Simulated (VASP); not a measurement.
# Y3Ir (Pm-3m) in VASP: further runs

Y3Ir is run at these levels: PBE; tasks: single point, relaxation of cell and atoms.

All numbers are computed with VASP 6.6.1; they aren't measurements. Logs are shortened: lines on timing, memory, paths and dates and some standing lists are left out, and cuts for length are marked.

**1. The cell of the first run**

Symmetry: Pm-3m, No. 221, cubic system. Conventional cell: a = 4.599 Å, b = 4.599 Å, c = 4.599 Å, α = 90.00°, β = 90.00°, γ = 90.00°. Y (site symmetry 4/mmm) has 8 Y at 3.25 Å and 4 Ir at 3.25 Å within 4.3 Å. Ir (site symmetry m-3m) has 12 Y at 3.25 Å within 4.3 Å.

**2. Single point, PBE**

The input, INCAR:

```
SYSTEM = Y3Ir
  ALGO = Fast
  EDIFF = 1E-6
  ENCUT = 520
  GGA = PE
  ISIF = 2
  ISMEAR = 0
  LASPH = .True.
  LCHARG = .False.
  LREAL = .False.
  LWAVE = .False.
  NBANDS = 29
  NELM = 100
  PREC = Accurate
  SIGMA = 0.1
```

The input, KPOINTS:

```
k-points
0
Gamma
  4 4 4
  0 0 0
```

The input, POSCAR:

```
Y3Ir
1.0
    4.5993161580      0.0000000000      0.0000000000
    0.0000000000      4.5993161580      0.0000000000
    0.0000000000      0.0000000000      4.5993161580
Y Ir
3 1
Direct
    0.0000000000      0.5000000000      0.5000000000
    0.5000000000      0.0000000000      0.5000000000
    0.5000000000      0.5000000000      0.0000000000
    0.0000000000      0.0000000000      0.0000000000
```

Potentials or basis: VASP PAW PBE potentials, release 64 (Y_sv, Ir).

Launch:

```bash
cat potpaw_PBE.64/Y_sv/POTCAR potpaw_PBE.64/Ir/POTCAR > POTCAR
mpirun -np 1 vasp_std > vasp.out
```

OUTCAR:

```text
SYSTEM = Y3Ir
   EDIFF = 1E-6
   ENCUT = 520
   GGA = PE
   ISIF = 2
   ISMEAR = 0
   LASPH = .True.
   LREAL = .False.
   NELM = 100
   PREC = Accurate

 ion  position               nearest neighbor table
   1  0.000  0.500  0.500-   2 3.25   3 3.25   4 3.25   3 3.25   4 3.25   2 3.25   4 3.25   4 3.25
                             2 3.25   3 3.25   3 3.25   2 3.25
   2  0.500  0.000  0.500-   1 3.25   3 3.25   4 3.25   3 3.25   4 3.25   1 3.25   3 3.25   3 3.25
                             1 3.25   4 3.25   4 3.25   1 3.25
   3  0.500  0.500  0.000-   1 3.25   2 3.25   4 3.25   1 3.25   2 3.25   2 3.25   4 3.25   2 3.25
                             1 3.25   4 3.25   1 3.25   4 3.25
   4  0.000  0.000  0.000-   1 3.25   2 3.25   3 3.25   1 3.25   2 3.25   1 3.25   3 3.25   1 3.25
                             2 3.25   3 3.25   2 3.25   3 3.25

  LATTYP: Found a simple cubic cell.
 ALAT       =     4.5993161580

  Lattice vectors:

 A1 = (   4.5993161580,   0.0000000000,   0.0000000000)
 A2 = (   0.0000000000,   4.5993161580,   0.0000000000)
 A3 = (   0.0000000000,   0.0000000000,   4.5993161580)

Analysis of symmetry for initial positions (statically):
=====================================================================
 Subroutine PRICEL returns:
 Original cell was already a primitive cell.

 Routine SETGRP: Setting up the symmetry group for a
 simple cubic supercell.

 Subroutine GETGRP returns: Found 48 space group operations
 (whereof 48 operations were pure point group operations)
 out of a pool of 48 trial point group operations.

The static configuration has the point symmetry O_h .

Analysis of symmetry for dynamics (positions and initial velocities):
=====================================================================
 Subroutine PRICEL returns:
 Original cell was already a primitive cell.

 Routine SETGRP: Setting up the symmetry group for a
 simple cubic supercell.

 Subroutine GETGRP returns: Found 48 space group operations
 (whereof 48 operations were pure point group operations)
 out of a pool of 48 trial point group operations.

The dynamic configuration has the point symmetry O_h .

 Subroutine INISYM returns: Found 48 space group operations
 (whereof 48 operations are pure point group operations),
 and found     1 'primitive' translations

----------------------------------------------------------------------------------------

                                     Primitive cell

  volume of cell :      97.2926

  direct lattice vectors                    reciprocal lattice vectors
     4.599316158  0.000000000  0.000000000     0.217423627  0.000000000  0.000000000
     0.000000000  4.599316158  0.000000000     0.000000000  0.217423627  0.000000000
     0.000000000  0.000000000  4.599316158     0.000000000  0.000000000  0.217423627

  length of vectors
     4.599316158  4.599316158  4.599316158     0.217423627  0.217423627  0.217423627

  position of ions in fractional coordinates (direct lattice)
     0.000000000  0.500000000  0.500000000
     0.500000000  0.000000000  0.500000000
     0.500000000  0.500000000  0.000000000
     0.000000000  0.000000000  0.000000000

  ion indices of the primitive-cell ions
   primitive index   ion index
                 1           1
                 2           2
                 3           3
                 4           4

----------------------------------------------------------------------------------------

 KPOINTS: k-points

Automatic generation of k-mesh.
 Grid dimensions read from file:
 generate k-points for:    4    4    4

 Generating k-lattice:

  Cartesian coordinates                     Fractional coordinates (reciprocal lattice)
     0.054355907  0.000000000  0.000000000     0.250000000  0.000000000  0.000000000
     0.000000000  0.054355907  0.000000000     0.000000000  0.250000000  0.000000000
     0.000000000  0.000000000  0.054355907     0.000000000  0.000000000  0.250000000

  Length of vectors
     0.054355907  0.054355907  0.054355907

  Shift w.r.t. Gamma in fractional coordinates (k-lattice)
     0.000000000  0.000000000  0.000000000

 Subroutine IBZKPT returns following result:
 ===========================================

 Found     10 irreducible k-points:

 Following reciprocal coordinates:
            Coordinates               Weight
  0.000000  0.000000  0.000000      1.000000
  0.250000  0.000000  0.000000      6.000000
  0.500000  0.000000  0.000000      3.000000
  0.250000  0.250000  0.000000     12.000000
  0.500000  0.250000  0.000000     12.000000
  0.500000  0.500000  0.000000      3.000000
  0.250000  0.250000  0.250000      8.000000
  0.500000  0.250000  0.250000     12.000000
  0.500000  0.500000  0.250000      6.000000
  0.500000  0.500000  0.500000      1.000000
   k-points           NKPTS =     10   k-points in BZ     NKDIM =     10   number of bands    NBANDS=     29
   number of dos      NEDOS =    301   number of ions     NIONS =      4
   total plane-waves  NPLWV =  46656
   dimension x,y,z NGX =    36 NGY =   36 NGZ =   36
   dimension x,y,z NGXF=    72 NGYF=   72 NGZF=   72
   ions per type =               3   1
   NGX,Y,Z   is equivalent  to a cutoff of  13.01, 13.01, 13.01 a.u.
   NGXF,Y,Z  is equivalent  to a cutoff of  26.02, 26.02, 26.02 a.u.
 SYSTEM =  Y3Ir
   PREC   = accura    normal or accurate (medium, high low for compatibility)
   ISTART =      0    job   : 0-new  1-cont  2-samecut
   ICHARG =      2    charge: 1-file 2-atom 10-const
   ISPIN  =      1    spin polarized calculation?
   LNONCOLLINEAR =      F non collinear calculations
   LSORBIT =      F    spin-orbit coupling
   LASPH  =      T    aspherical Exc in radial PAW
   ENCUT  =  520.0 eV  38.22 Ry    6.18 a.u.   8.55  8.55  8.55*2*pi/ulx,y,z
   NELM   =    100;   NELMIN=  2; NELMDL= -5     # of ELM steps
   EDIFF  = 0.1E-05   stopping-criterion for ELM
   LREAL  =      F    real-space projection
   EDIFFG = 0.1E-04   stopping-criterion for IOM
   NSW    =      0    number of steps for IOM
   IBRION =     -1    ionic relax: 0-MD 1-quasi-New 2-CG
   NFREE  =      0    steps in history (QN), initial steepest desc. (CG)
   ISIF   =      2    stress and relaxation
   ISYM   =      2    0-nonsym 1-usesym 2-fastsym
   POTIM  = 0.5000    time-step for ionic-motion
   TEBEG  =    0.0;   TEEND  =   0.0 temperature during run
   PSTRESS=    0.0 pullay stress
   NELECT =      42.0000    total number of electrons
   NUPDOWN=      -1.0000    fix difference up-down
   EMIN   =  10.00;   EMAX   =-10.00  energy-range for DOS
   EFERMI =   0.00;   METHOD = LEGACY
   ISMEAR =     0;   SIGMA  =   0.10  broadening in eV -4-tet -1-fermi 0-gaus
   EFERMI_NEDOS =   21; number of points for ismear=-14 and -15
   IALGO  =     68    algorithm
   IMIX   =      4    mixing-type and parameters
     AMIX     =   0.40;   BMIX     =  1.00
     AMIX_MAG =   1.60;   BMIX_MAG =  1.00
  volume/ion in A,a.u.               =      24.32       164.14
  Fermi-wavevector in a.u.,A,eV,Ry     =   1.237271  2.338102 20.828320  1.530838
  Thomas-Fermi vector in A             =   2.371845
   LORBIT       =      0    0 simple, 1 ext, 2 COOP (PROOUT), +10 PAW based schemes
   GGA     = PE    functional components
   LHFCALC =     F    Hartree Fock is set to
   AEXX    =    0.0000 exact exchange contribution
   IVDW    =     0    specifies the selected vdW correction
   LEPSILON=     F    determine dielectric tensor
   LRPA    =     F    only Hartree local field effects (RPA)
 non-spin polarized calculation
 RMM-DIIS sequential band-by-band and
 Gauss-broadening in eV      SIGMA  =   0.10
  energy-cutoff  :      520.00
  volume of cell :       97.29
 maximum number of plane-waves:      2657
 NGX is ok and might be reduce to    36
   NGX = 17   NGY = 17   NGZ = 17

 number of electron      42.0000002 magnetization

 Free energy of the ion-electron system (eV)
  ---------------------------------------------------
  ext. energy  EPLUGINS =         0.00000000
  ---------------------------------------------------
  free energy    TOTEN  =       -28.81451135 eV

  energy without entropy =      -28.79447428  energy(sigma->0) =      -28.80449282

 E-fermi :   4.6511     XC(G=0): -10.7061

 val. band max:        4.6021690109   @ k =   0.5000   0.0000   0.0000
 cond. band min:       4.7002682350   @ k =   0.5000   0.2500   0.0000
 fundamental gap:      0.0980992241
 Fermi energy:         4.6511325417

 k-point     1 :       0.0000    0.0000    0.0000
  band No.  band energies     occupation
      1     -37.8877      2.00000
      2     -37.6770      2.00000
      3     -37.6770      2.00000
      4     -18.2979      2.00000
      5     -18.2979      2.00000
      6     -18.2979      2.00000
[... 21 lines left out ...]
     28       9.3586      0.00000
     29       9.3589      0.00000

 k-point     2 :       0.2500    0.0000    0.0000
  band No.  band energies     occupation
      1     -37.8609      2.00000
      2     -37.7039      2.00000
      3     -37.6767      2.00000
      4     -18.2303      2.00000
      5     -18.2303      2.00000
      6     -18.1886      2.00000
[... 21 lines left out ...]
     28       8.6589      0.00000
     29       9.2341      0.00000

 k-point     3 :       0.5000    0.0000    0.0000
  band No.  band energies     occupation
      1     -37.8174      2.00000
      2     -37.7475      2.00000
      3     -37.6763      2.00000
      4     -18.1397      2.00000
      5     -18.1397      2.00000
      6     -17.9023      2.00000
[... 21 lines left out ...]
     28       7.2356      0.00000
     29       8.1596      0.00000

 k-point     4 :       0.2500    0.2500    0.0000
  band No.  band energies     occupation
      1     -37.8371      2.00000
      2     -37.7119      2.00000
      3     -37.6920      2.00000
      4     -18.2889      2.00000
      5     -18.1574      2.00000
      6     -18.0107      2.00000
[... 149 lines left out ...]
     28       7.5820      0.00000
     29       8.7312      0.00000

 k-point     9 :       0.5000    0.5000    0.2500
  band No.  band energies     occupation
      1     -37.7462      2.00000
      2     -37.7460      2.00000
      3     -37.7460      2.00000
      4     -18.5303      2.00000
      5     -18.1837      2.00000
      6     -18.0625      2.00000
[... 21 lines left out ...]
     28       6.8676      0.00000
     29       8.6942      0.00000

 k-point    10 :       0.5000    0.5000    0.5000
  band No.  band energies     occupation
      1     -37.7456      2.00000
      2     -37.7456      2.00000
      3     -37.7456      2.00000
      4     -18.6735      2.00000
      5     -18.1770      2.00000
      6     -18.1770      2.00000
[... 21 lines left out ...]
     28       6.4111      0.00000
     29       8.8756      0.00000

------------------------ aborting loop because EDIFF is reached ----------------------------------------

  FORCE on cell =-STRESS in cart. coord.  units (eV):
  Direction    XX          YY          ZZ          XY          YZ          ZX
  --------------------------------------------------------------------------------------
  -------------------------------------------------------------------------------------
  Total       -0.1190783     -0.1190783     -0.1190783      0.0000000      0.0000000     -0.0000000
  in kB       -1.9609362     -1.9609362     -1.9609362      0.0000000      0.0000000     -0.0000000
  external PRESSURE =      -1.9609362 kB  Pullay stress =       0.0000000 kB

 VOLUME and BASIS-vectors are now :
 -----------------------------------------------------------------------------
  energy-cutoff  :      520.00
  volume of cell :       97.29
      direct lattice vectors                 reciprocal lattice vectors
     4.599316158  0.000000000  0.000000000     0.217423627  0.000000000  0.000000000
     0.000000000  4.599316158  0.000000000     0.000000000  0.217423627  0.000000000
     0.000000000  0.000000000  4.599316158     0.000000000  0.000000000  0.217423627

 POSITION                                       TOTAL-FORCE (eV/Angst)
 -----------------------------------------------------------------------------------
      0.00000      2.29966      2.29966         0.000000      0.000000      0.000000
      2.29966      0.00000      2.29966         0.000000      0.000000      0.000000
      2.29966      2.29966      0.00000         0.000000      0.000000      0.000000
      0.00000      0.00000      0.00000         0.000000      0.000000      0.000000
 -----------------------------------------------------------------------------------
    total drift:                                0.000000      0.000000      0.000000

  FREE ENERGIE OF THE ION-ELECTRON SYSTEM (eV)
  ---------------------------------------------------
  free  energy   TOTEN  =       -28.8145113480 eV

  energy  without entropy=      -28.7944742848  energy(sigma->0) =      -28.80449282
```

Run time: 59 s. Hardware: 1 thread of Oxide Virtual Turin-like, shared host; peak memory 0.19 GiB.

Results:

* Free energy: -28.8145 eV
* Pressure: -0.2 GPa
* Band gap on the k mesh: zero (band 21 reaches 5.09 eV, above the bottom of band 22 at 4.35 eV)

Levels at points of the mesh, in eV from the Fermi level:
```
           k point  band 17  band 18  band 19  band 20  band 21  band 22  band 23  band 24  band 25  band 26
(0.00, 0.00, 0.00)    -2.67    -2.67    -2.67     0.44     0.44     0.44     1.72     1.72     2.82     2.82
(0.50, 0.00, 0.00)    -1.86    -1.86    -1.49    -1.44    -0.25    -0.05    -0.05     1.98     1.98     2.11
(0.50, 0.50, 0.00)    -1.88    -1.65    -1.65    -1.33    -0.47    -0.30     0.37     0.44     0.44     2.33
(0.50, 0.50, 0.50)    -1.56    -1.56    -0.06    -0.06    -0.06     0.97     0.97     0.97     1.63     1.76
```

Caveat: spin-orbit coupling is left out, which moves the levels of the heavy elements.

**3. Single point, PBE**

This run uses another cell than the first one, of 26.93 Å³/atom, 1.107 times its volume.

The input, INCAR:

```
SYSTEM = Y3Ir
PREC = Accurate
ENCUT = 520
EDIFF = 1E-6
ISMEAR = 0
SIGMA = 0.1
LREAL = .FALSE.
LASPH = .TRUE.
NELM = 60
ALGO = Normal
ISIF = 2
LWAVE = .FALSE.
LCHARG = .FALSE.
GGA = PE
NBANDS = 29
```

The input, KPOINTS:

```
regular mesh
0
G
  4 4 4
  0 0 0
```

The input, POSCAR:

```
Y3Ir
1.0
    4.7580901991      0.0000000000      0.0000000000
    0.0000000000      4.7580901991      0.0000000000
    0.0000000000      0.0000000000      4.7580901991
Y Ir
3 1
Direct
    0.0000000000      0.5000000000      0.5000000000
    0.5000000000      0.0000000000      0.5000000000
    0.5000000000      0.5000000000      0.0000000000
    0.0000000000      0.0000000000      0.0000000000
```

Potentials or basis: VASP PAW PBE potentials, release 64 (Y_sv, Ir).

Launch:

```bash
cat potpaw_PBE.64/Y_sv/POTCAR potpaw_PBE.64/Ir/POTCAR > POTCAR
mpirun -np 1 vasp_std > vasp.out
```

Wall time 76 s (1 thread of Oxide Virtual Turin-like, shared host); peak memory 0.19 GiB.

It converged, with:

| Property | Result |
| --- | --- |
| Free energy | -28.5979 eV |
| Pressure | -5.9 GPa |
| Band gap on the k mesh | zero (band 21 reaches 4.42 eV, above the bottom of band 22 at 3.84 eV) |

Levels at points of the mesh, in eV from the Fermi level:
| k point | band 18 | band 19 | band 20 | band 21 | band 22 | band 23 | band 24 | band 25 |
| --- | --- | --- | --- | --- | --- | --- | --- | --- |
| (0.00, 0.00, 0.00) | -2.31 | -2.31 | 0.44 | 0.44 | 0.44 | 1.54 | 1.54 | 2.41 |
| (0.50, 0.00, 0.00) | -1.66 | -1.27 | -1.25 | -0.12 | -0.01 | -0.01 | 1.75 | 1.75 |
| (0.50, 0.50, 0.00) | -1.67 | -1.67 | -1.14 | -0.57 | -0.14 | 0.30 | 0.51 | 0.51 |
| (0.50, 0.50, 0.50) | -1.33 | -0.05 | -0.05 | -0.05 | 0.75 | 0.75 | 0.75 | 1.12 |

Caveat: spin-orbit coupling is left out, which moves the levels of the heavy elements.

**4. Relaxation of cell and atoms, PBE**

This run uses another cell than the first one, of 26.93 Å³/atom, 1.107 times its volume.

The input, INCAR:

```
ALGO     = Normal         # electronic algorithm
EDIFF    = 1E-6           # SCF threshold, eV
EDIFFG   = -0.04          # ionic threshold
ENCUT    = 600            # plane-wave cutoff, eV
GGA      = PE             # functional
IBRION   = 2              # ionic algorithm
ISIF     = 3              # what is computed and relaxed
ISMEAR   = 0              # smearing method
LASPH    = True           # aspherical terms in the spheres
LCHARG   = False          # write CHGCAR
LREAL    = False          # projectors in reciprocal space
LWAVE    = False          # write WAVECAR
NELM     = 80             # most SCF steps
NSW      = 90             # ionic steps
PREC     = Accurate       # precision mode
SIGMA    = 0.1            # smearing width, eV
```

The input, KPOINTS:

```
k-points
0
Gamma
  4 4 4
```

POSCAR is that of step 3.

Launch:

```bash
cat potpaw_PBE.64/Y_sv/POTCAR potpaw_PBE.64/Ir/POTCAR > POTCAR
mpirun -np 1 vasp_std > vasp.out
```

Wall time 2.5 min (1 thread of Oxide Virtual Turin-like, shared host); peak memory 0.24 GiB.

Results (log left out):

```
Free energy                            : -28.8157 eV
Relaxed volume                         : 24.26 Å³/atom
Relaxed cell                           : a = 4.595 Å, b = 4.595 Å, c = 4.595 Å, α = 90.00°, β = 90.00°, γ = 90.00°
Space group after relaxing (to 0.05 Å) : Pm-3m (No. 221)
Energy gained by relaxing              : 54.4 meV/atom
Ionic steps                            : 3
Pressure after relaxing                : 0.0 GPa
Band gap on the k mesh                 : zero (band 21 reaches 5.11 eV, above the bottom of band 22 at 4.36 eV)
```

The path:
```csv
step,energy change (eV),largest force (eV/Å),pressure (GPa),volume (Å³)
1,0.0000,0.0000,-5.87,107.72
2,-0.1767,0.0000,3.40,93.05
3,-0.2175,0.0000,-0.01,97.05
```

Final structure:
```yaml
crystal:
  lattice:
    - [4.59542, 0.00000, 0.00000]
    - [0.00000, 4.59542, 0.00000]
    - [0.00000, 0.00000, 4.59542]
  atoms:
    - { symbol: Y, position: [0.00000, 0.50000, 0.50000] }
    - { symbol: Y, position: [0.50000, 0.00000, 0.50000] }
    - { symbol: Y, position: [0.50000, 0.50000, 0.00000] }
    - { symbol: Ir, position: [0.00000, 0.00000, 0.00000] }
```

Levels at points of the mesh, in eV from the Fermi level:
```tsv
k point	band 19	band 20	band 21	band 22	band 23	band 24
(0.00, 0.00, 0.00)	-2.68	0.44	0.44	0.44	1.73	1.73
(0.50, 0.00, 0.00)	-1.50	-1.44	-0.25	-0.05	-0.05	1.99
(0.50, 0.50, 0.00)	-1.65	-1.33	-0.47	-0.30	0.37	0.44
(0.50, 0.50, 0.50)	-0.05	-0.05	-0.05	0.98	0.98	0.98
```

Caveat: spin-orbit coupling is left out, which moves the levels of the heavy elements.

**5. Summary**

```tsv
task	cell	cutoff (eV)	gap on the mesh (eV)	pressure (GPa)
single point	a = 4.599 Å, 4 atoms	520	none	-0.2
single point	a = 4.758 Å, 4 atoms	520	none	-5.9
relaxation of cell and atoms	relaxed from a = 4.758 Å, 4 atoms	600	none	0.0
```

Alike in all rows: level PBE; potentials or basis VASP PAW PBE potentials, release 64 (Y_sv, Ir); no spin polarisation; k mesh 4 × 4 × 4; smearing gaussian 0.1 eV.

Caveats: spin-orbit coupling is left out, which moves the levels of the heavy elements.

Total energies depend on the potentials used, so only differences within one code and one set of settings carry meaning.
